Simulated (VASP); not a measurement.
# Ni (Fm-3m) in VASP: notebook

Ni is run at these levels: PBE; tasks: single point.

Everything below comes from runs of VASP 6.6.1. Logs are shortened: lines on timing, memory, paths and dates and some standing lists are left out, and cuts for length are marked.

### 1 The cell of the first run

It takes space group Fm-3m (No. 225, cubic). The conventional cell has a = 3.524 Å, b = 3.524 Å, c = 3.524 Å, α = 90.00°, β = 90.00°, γ = 90.00°. Ni (site symmetry m-3m) has 12 Ni at 2.49 Å within 3.3 Å.

### 2 Single point, PBE, collinear spin, ferromagnetic start

Input file INCAR:

```
SYSTEM = Ni
PREC     = Accurate       ! precision mode
ENCUT    = 600            ! plane-wave cutoff, eV
EDIFF    = 1E-6           ! SCF threshold, eV
ISMEAR   = -1             ! smearing method
SIGMA    = 0.1            ! smearing width, eV
LREAL    = .FALSE.        ! projectors in reciprocal space
LASPH    = .TRUE.         ! aspherical terms in the spheres
NELM     = 200            ! most SCF steps
ALGO     = Normal         ! electronic algorithm
ISIF     = 2              ! what is computed and relaxed
LWAVE    = .FALSE.        ! write WAVECAR
LCHARG   = .FALSE.        ! write CHGCAR
ISPIN    = 2              ! spin polarisation
MAGMOM   = 1.5            ! initial moments
LORBIT   = 11             ! projections on sites
LMAXMIX  = 4              ! l up to which the mixer works
GGA      = PE             ! functional
NBANDS   = 15             ! bands
GGA_COMPAT= .FALSE.
```

Input file KPOINTS:

```
Automatic mesh
0
G
  8 8 8
  0 0 0
```

Input file POSCAR:

```
Ni
1.0
    0.0000000000      1.7619350000      1.7619350000
    1.7619350000      0.0000000000      1.7619350000
    1.7619350000      1.7619350000      0.0000000000
Ni
1
Direct
    0.0000000000      0.0000000000      0.0000000000
```

Potentials or basis: VASP PAW PBE potentials, release 64 (Ni).

The run is started by

```sh
cat potpaw_PBE.64/Ni/POTCAR > POTCAR
mpirun -np 1 vasp_std > vasp.out
```

OUTCAR:

```text
SYSTEM = Ni
   PREC = Accurate
   ENCUT = 600
   EDIFF = 1E-6
   ISMEAR = -1
   LREAL = .FALSE.
   LASPH = .TRUE.
   NELM = 200
   ISIF = 2
   ISPIN = 2
   LORBIT = 11
   GGA = PE

 ion  position               nearest neighbor table
   1  0.000  0.000  0.000-

  LATTYP: Found a face centered cubic cell.
 ALAT       =     3.5238700000

  Lattice vectors:

 A1 = (   0.0000000000,   1.7619350000,   1.7619350000)
 A2 = (   1.7619350000,   0.0000000000,   1.7619350000)
 A3 = (   1.7619350000,   1.7619350000,   0.0000000000)

Analysis of symmetry for initial positions (statically):
=====================================================================
 Subroutine PRICEL returns:
 Original cell was already a primitive cell.

 Routine SETGRP: Setting up the symmetry group for a
 face centered cubic supercell.

 Subroutine GETGRP returns: Found 48 space group operations
 (whereof 48 operations were pure point group operations)
 out of a pool of 48 trial point group operations.

The static configuration has the point symmetry O_h .

Analysis of symmetry for dynamics (positions and initial velocities):
=====================================================================
 Subroutine PRICEL returns:
 Original cell was already a primitive cell.

 Routine SETGRP: Setting up the symmetry group for a
 face centered cubic supercell.

 Subroutine GETGRP returns: Found 48 space group operations
 (whereof 48 operations were pure point group operations)
 out of a pool of 48 trial point group operations.

The dynamic configuration has the point symmetry O_h .

Analysis of structural, dynamic, and magnetic symmetry:
=====================================================================
 Subroutine PRICEL returns:
 Original cell was already a primitive cell.

 Routine SETGRP: Setting up the symmetry group for a
 face centered cubic supercell.

 Subroutine GETGRP returns: Found 48 space group operations
 (whereof 48 operations were pure point group operations)
 out of a pool of 48 trial point group operations.

The overall configuration has the point symmetry O_h .

 Subroutine INISYM returns: Found 48 space group operations
 (whereof 48 operations are pure point group operations),
 and found     1 'primitive' translations

----------------------------------------------------------------------------------------

                                     Primitive cell

  volume of cell :      10.9396

  direct lattice vectors                    reciprocal lattice vectors
     0.000000000  1.761935000  1.761935000    -0.283778914  0.283778914  0.283778914
     1.761935000  0.000000000  1.761935000     0.283778914 -0.283778914  0.283778914
     1.761935000  1.761935000  0.000000000     0.283778914  0.283778914 -0.283778914

  length of vectors
     2.491752373  2.491752373  2.491752373     0.491519496  0.491519496  0.491519496

  position of ions in fractional coordinates (direct lattice)
     0.000000000  0.000000000  0.000000000

  ion indices of the primitive-cell ions
   primitive index   ion index
                 1           1

----------------------------------------------------------------------------------------

 KPOINTS: Automatic mesh

Automatic generation of k-mesh.
 Grid dimensions read from file:
 generate k-points for:    8    8    8

 Generating k-lattice:

  Cartesian coordinates                     Fractional coordinates (reciprocal lattice)
    -0.035472364  0.035472364  0.035472364     0.125000000  0.000000000  0.000000000
     0.035472364 -0.035472364  0.035472364     0.000000000  0.125000000  0.000000000
     0.035472364  0.035472364 -0.035472364     0.000000000  0.000000000  0.125000000

  Length of vectors
     0.061439937  0.061439937  0.061439937

  Shift w.r.t. Gamma in fractional coordinates (k-lattice)
     0.000000000  0.000000000  0.000000000

 Subroutine IBZKPT returns following result:
 ===========================================

 Found     29 irreducible k-points:

 Following reciprocal coordinates:
            Coordinates               Weight
  0.000000  0.000000  0.000000      1.000000
  0.125000  0.000000  0.000000      8.000000
  0.250000  0.000000  0.000000      8.000000
  0.375000  0.000000  0.000000      8.000000
  0.500000  0.000000  0.000000      4.000000
  0.125000  0.125000  0.000000      6.000000
[... 16 lines left out ...]
  0.500000  0.250000  0.125000     48.000000
 -0.375000  0.250000  0.125000     24.000000
 [... further k-points ...]
   k-points           NKPTS =     29   k-points in BZ     NKDIM =     29   number of bands    NBANDS=     15
   number of dos      NEDOS =    301   number of ions     NIONS =      1
   total plane-waves  NPLWV =   8000
   dimension x,y,z NGX =    20 NGY =   20 NGZ =   20
   dimension x,y,z NGXF=    40 NGYF=   40 NGZF=   40
   ions per type =               1
   NGX,Y,Z   is equivalent  to a cutoff of  13.34, 13.34, 13.34 a.u.
   NGXF,Y,Z  is equivalent  to a cutoff of  26.69, 26.69, 26.69 a.u.
 SYSTEM =  Ni
   PREC   = accura    normal or accurate (medium, high low for compatibility)
   ISTART =      0    job   : 0-new  1-cont  2-samecut
   ICHARG =      2    charge: 1-file 2-atom 10-const
   ISPIN  =      2    spin polarized calculation?
   LNONCOLLINEAR =      F non collinear calculations
   LSORBIT =      F    spin-orbit coupling
   LASPH  =      T    aspherical Exc in radial PAW
   ENCUT  =  600.0 eV  44.10 Ry    6.64 a.u.   4.98  4.98  4.98*2*pi/ulx,y,z
   NELM   =    200;   NELMIN=  2; NELMDL= -5     # of ELM steps
   EDIFF  = 0.1E-05   stopping-criterion for ELM
   LREAL  =      F    real-space projection
   EDIFFG = 0.1E-04   stopping-criterion for IOM
   NSW    =      0    number of steps for IOM
   IBRION =     -1    ionic relax: 0-MD 1-quasi-New 2-CG
   NFREE  =      0    steps in history (QN), initial steepest desc. (CG)
   ISIF   =      2    stress and relaxation
   ISYM   =      2    0-nonsym 1-usesym 2-fastsym
   POTIM  = 0.5000    time-step for ionic-motion
   TEBEG  =    0.0;   TEEND  =   0.0 temperature during run
   PSTRESS=    0.0 pullay stress
   NELECT =      10.0000    total number of electrons
   NUPDOWN=      -1.0000    fix difference up-down
   EMIN   =  10.00;   EMAX   =-10.00  energy-range for DOS
   EFERMI =   0.00;   METHOD = LEGACY
   ISMEAR =    -1;   SIGMA  =   0.10  broadening in eV -4-tet -1-fermi 0-gaus
   EFERMI_NEDOS =   21; number of points for ismear=-14 and -15
   IALGO  =     38    algorithm
   IMIX   =      4    mixing-type and parameters
     AMIX     =   0.40;   BMIX     =  1.00
     AMIX_MAG =   1.60;   BMIX_MAG =  1.00
  volume/ion in A,a.u.               =      10.94        73.82
  Fermi-wavevector in a.u.,A,eV,Ry     =   1.588821  3.002436 34.345893  2.524352
  Thomas-Fermi vector in A             =   2.687765
   LORBIT       =     11    0 simple, 1 ext, 2 COOP (PROOUT), +10 PAW based schemes
   GGA     = PE    functional components
   LHFCALC =     F    Hartree Fock is set to
   AEXX    =    0.0000 exact exchange contribution
   IVDW    =     0    specifies the selected vdW correction
   LEPSILON=     F    determine dielectric tensor
   LRPA    =     F    only Hartree local field effects (RPA)
 spin polarized calculation
  energy-cutoff  :      600.00
  volume of cell :       10.94
 maximum number of plane-waves:       380
   NGX =  9   NGY =  9   NGZ =  9

 number of electron      10.0000010 magnetization       0.6920218

 Free energy of the ion-electron system (eV)
  ---------------------------------------------------
  ext. energy  EPLUGINS =         0.00000000
  ---------------------------------------------------
  free energy    TOTEN  =        -5.49838557 eV

  energy without entropy =       -5.44374437  energy(sigma->0) =       -5.47106497

 E-fermi :   9.2857     XC(G=0): -13.2261

 val. band max:        9.2673933679   @ k =   0.3750   0.3750   0.0000
 cond. band min:       9.2928596086   @ k =   0.5000   0.3750   0.1250
 fundamental gap:      0.0254662406
 Fermi energy:         9.2857459153

 spin component 1

 k-point     1 :       0.0000    0.0000    0.0000
  band No.  band energies     occupation
      1       0.3180      1.00000
      2       6.8328      1.00000
      3       6.8328      1.00000
      4       6.8328      1.00000
      5       7.9851      1.00000
      6       7.9851      1.00000
      7      32.9714      0.00000
      8      36.7833      0.00000
      9      36.7833      0.00000
     10      36.7833      0.00000
     11      39.6967      0.00000
     12      39.6967      0.00000
     13      39.6967      0.00000
     14      42.6957      0.00000
     15      48.9123      0.00000
[... 397 lines left out ...]
 k-point    24 :      -0.3750    0.2500    0.1250
  band No.  band energies     occupation
      1       5.3215      1.00000
      2       6.1658      1.00000
      3       6.7562      1.00000
      4       7.4622      1.00000
      5       8.5509      0.99936
      6      12.6125      0.00000
      7      15.3158      0.00000
      8      25.2180      0.00000
      9      26.0883      0.00000
     10      34.9241      0.00000
     11      39.0558      0.00000
     12      46.4129      0.00000
     13      48.7999      0.00000
     14      49.4960      0.00000
     15      50.9357      0.00000

 [... further k-points ...]

 spin component 2

 k-point     1 :       0.0000    0.0000    0.0000
  band No.  band energies     occupation
      1       0.2997      1.00000
      2       7.6392      1.00000
      3       7.6392      1.00000
      4       7.6392      1.00000
      5       8.6490      0.99829
      6       8.6490      0.99829
      7      32.8201      0.00000
      8      36.7846      0.00000
      9      36.7846      0.00000
     10      36.7846      0.00000
     11      39.8219      0.00000
     12      39.8219      0.00000
     13      39.8219      0.00000
     14      42.5682      0.00000
     15      49.1325      0.00000
[... 397 lines left out ...]
 k-point    24 :      -0.3750    0.2500    0.1250
  band No.  band energies     occupation
      1       5.8662      1.00000
      2       6.6293      1.00000
      3       7.3999      1.00000
      4       8.1403      0.99999
      5       9.3975      0.24647
      6      12.9016      0.00000
      7      15.6890      0.00000
      8      25.3076      0.00000
      9      26.2171      0.00000
     10      34.9403      0.00000
     11      39.1113      0.00000
     12      46.3912      0.00000
     13      48.8790      0.00000
     14      49.6278      0.00000
     15      51.2302      0.00000

 [... further k-points ...]

------------------------ aborting loop because EDIFF is reached ----------------------------------------

  FORCE on cell =-STRESS in cart. coord.  units (eV):
  Direction    XX          YY          ZZ          XY          YZ          ZX
  --------------------------------------------------------------------------------------
  -------------------------------------------------------------------------------------
  Total       -0.0237688     -0.0237688     -0.0237688     -0.0000000      0.0000000     -0.0000000
  in kB       -3.4811121     -3.4811121     -3.4811121     -0.0000000      0.0000000     -0.0000000
  external PRESSURE =      -3.4811121 kB  Pullay stress =       0.0000000 kB

 VOLUME and BASIS-vectors are now :
 -----------------------------------------------------------------------------
  energy-cutoff  :      600.00
  volume of cell :       10.94
      direct lattice vectors                 reciprocal lattice vectors
     0.000000000  1.761935000  1.761935000    -0.283778914  0.283778914  0.283778914
     1.761935000  0.000000000  1.761935000     0.283778914 -0.283778914  0.283778914
     1.761935000  1.761935000  0.000000000     0.283778914  0.283778914 -0.283778914

 POSITION                                       TOTAL-FORCE (eV/Angst)
 -----------------------------------------------------------------------------------
      0.00000      0.00000      0.00000         0.000000      0.000000      0.000000
 -----------------------------------------------------------------------------------
    total drift:                               -0.000000     -0.000000     -0.000000

  FREE ENERGIE OF THE ION-ELECTRON SYSTEM (eV)
  ---------------------------------------------------
  free  energy   TOTEN  =        -5.4983855698 eV

  energy  without entropy=       -5.4437443685  energy(sigma->0) =       -5.47106497

 total charge

# of ion       s       p       d       tot
------------------------------------------
    1        0.497   0.498   8.304   9.298

 magnetization (x)

# of ion       s       p       d       tot
------------------------------------------
    1       -0.004  -0.022   0.729   0.703
```

Run time: 7.7 s. Hardware: 1 thread of AMD EPYC 9R45 (Zen 5), shared host; peak memory 0.1 GiB.

What came out:

```yaml
Free_energy: -5.4984 eV
Pressure: -0.3 GPa
Net_moment: 0.69 μB per cell
Site_moments: Ni +0.70 μB
Valence_electrons_inside_the_program's_atomic_spheres: Ni 9.30
```

Caveat: the k points lie up to 0.39 Å⁻¹ apart.

### 3 Single point, PBE, collinear spin, ferromagnetic start

Input file INCAR:

```
ALGO = Normal
EDIFF = 1E-6
ENCUT = 600
GGA = PE
GGA_COMPAT = F
ISIF = 2
ISMEAR = -1
ISPIN = 2
LASPH = T
LCHARG = F
LMAXMIX = 4
LORBIT = 11
LREAL = F
LWAVE = F
MAGMOM = 1.5
NBANDS = 15
NELM = 200
PREC = Accurate
SIGMA = 0.1
```

Input file KPOINTS:

```
k-points
0
Gamma
  10 10 10
```

POSCAR is that of step 2.

Potentials or basis: VASP PAW PBE potentials, release 64 (Ni).

The run is started by

```sh
cat potpaw_PBE.64/Ni/POTCAR > POTCAR
mpirun -np 1 vasp_std > vasp.out
```

OUTCAR:

```text
EDIFF = 1E-6
   ENCUT = 600
   GGA = PE
   ISIF = 2
   ISMEAR = -1
   ISPIN = 2
   LASPH = T
   LORBIT = 11
   LREAL = F
   NELM = 200
   PREC = Accurate

 ion  position               nearest neighbor table
   1  0.000  0.000  0.000-

  LATTYP: Found a face centered cubic cell.
 ALAT       =     3.5238700000

  Lattice vectors:

 A1 = (   0.0000000000,   1.7619350000,   1.7619350000)
 A2 = (   1.7619350000,   0.0000000000,   1.7619350000)
 A3 = (   1.7619350000,   1.7619350000,   0.0000000000)

Analysis of symmetry for initial positions (statically):
=====================================================================
 Subroutine PRICEL returns:
 Original cell was already a primitive cell.

 Routine SETGRP: Setting up the symmetry group for a
 face centered cubic supercell.

 Subroutine GETGRP returns: Found 48 space group operations
 (whereof 48 operations were pure point group operations)
 out of a pool of 48 trial point group operations.

The static configuration has the point symmetry O_h .

Analysis of symmetry for dynamics (positions and initial velocities):
=====================================================================
 Subroutine PRICEL returns:
 Original cell was already a primitive cell.

 Routine SETGRP: Setting up the symmetry group for a
 face centered cubic supercell.

 Subroutine GETGRP returns: Found 48 space group operations
 (whereof 48 operations were pure point group operations)
 out of a pool of 48 trial point group operations.

The dynamic configuration has the point symmetry O_h .

Analysis of structural, dynamic, and magnetic symmetry:
=====================================================================
 Subroutine PRICEL returns:
 Original cell was already a primitive cell.

 Routine SETGRP: Setting up the symmetry group for a
 face centered cubic supercell.

 Subroutine GETGRP returns: Found 48 space group operations
 (whereof 48 operations were pure point group operations)
[... 160 lines left out ...]
      3       6.8508      1.00000
      4       6.8508      1.00000
      5       8.0055      1.00000
      6       8.0055      1.00000
      7      32.9733      0.00000
      8      36.7843      0.00000
      9      36.7843      0.00000
     10      36.7843      0.00000
     11      39.7033      0.00000
     12      39.7033      0.00000
     13      39.7033      0.00000
     14      42.6903      0.00000
[... 403 lines left out ...]
      4       8.1018      0.99999
      5       8.6435      0.99856
      6       9.2996      0.49489
      7      23.1958      0.00000
      8      24.2551      0.00000
      9      26.1257      0.00000
     10      30.4363      0.00000
     11      34.7702      0.00000
     12      49.4884      0.00000
     13      50.0399      0.00000
     14      54.3728      0.00000
     15      55.6415      0.00000

 [... further k-points ...]

 spin component 2

 k-point     1 :       0.0000    0.0000    0.0000
  band No.  band energies     occupation
      1       0.2987      1.00000
      2       7.6486      1.00000
      3       7.6486      1.00000
      4       7.6486      1.00000
      5       8.6589      0.99832
      6       8.6589      0.99832
      7      32.8176      0.00000
      8      36.7847      0.00000
      9      36.7847      0.00000
     10      36.7847      0.00000
     11      39.8231      0.00000
     12      39.8231      0.00000
     13      39.8231      0.00000
     14      42.5701      0.00000
[... 403 lines left out ...]
      4       8.8737      0.98578
      5       9.4140      0.23794
      6       9.8695      0.00327
      7      23.3112      0.00000
      8      24.3831      0.00000
      9      26.1935      0.00000
     10      30.5554      0.00000
     11      34.9066      0.00000
     12      49.4892      0.00000
     13      50.0100      0.00000
     14      54.8378      0.00000
     15      56.2141      0.00000

 [... further k-points ...]

------------------------ aborting loop because EDIFF is reached ----------------------------------------

  FORCE on cell =-STRESS in cart. coord.  units (eV):
  Direction    XX          YY          ZZ          XY          YZ          ZX
  --------------------------------------------------------------------------------------
  -------------------------------------------------------------------------------------
  Total       -0.0264110     -0.0264110     -0.0264110      0.0000000      0.0000000      0.0000000
  in kB       -3.8680858     -3.8680858     -3.8680858      0.0000000      0.0000000      0.0000000
  external PRESSURE =      -3.8680858 kB  Pullay stress =       0.0000000 kB

 VOLUME and BASIS-vectors are now :
 -----------------------------------------------------------------------------
  energy-cutoff  :      600.00
  volume of cell :       10.94
      direct lattice vectors                 reciprocal lattice vectors
     0.000000000  1.761935000  1.761935000    -0.283778914  0.283778914  0.283778914
     1.761935000  0.000000000  1.761935000     0.283778914 -0.283778914  0.283778914
     1.761935000  1.761935000  0.000000000     0.283778914  0.283778914 -0.283778914

 POSITION                                       TOTAL-FORCE (eV/Angst)
 -----------------------------------------------------------------------------------
      0.00000      0.00000      0.00000         0.000000      0.000000     -0.000000
 -----------------------------------------------------------------------------------
    total drift:                               -0.000000     -0.000000     -0.000000

  FREE ENERGIE OF THE ION-ELECTRON SYSTEM (eV)
  ---------------------------------------------------
  free  energy   TOTEN  =        -5.4988993980 eV

  energy  without entropy=       -5.4473857859  energy(sigma->0) =       -5.47314259

 total charge

# of ion       s       p       d       tot
------------------------------------------
    1        0.496   0.495   8.308   9.299

 magnetization (x)

# of ion       s       p       d       tot
------------------------------------------
    1       -0.004  -0.022   0.720   0.693
```

Run time: 11 s. Hardware: 1 thread of AMD EPYC 9R45 (Zen 5), shared host; peak memory 0.11 GiB.

Results:

```
Free energy                                           : -5.4989 eV
Pressure                                              : -0.4 GPa
Net moment                                            : 0.68 μB per cell
Site moments                                          : Ni +0.69 μB
Valence electrons inside the program's atomic spheres : Ni 9.30
```
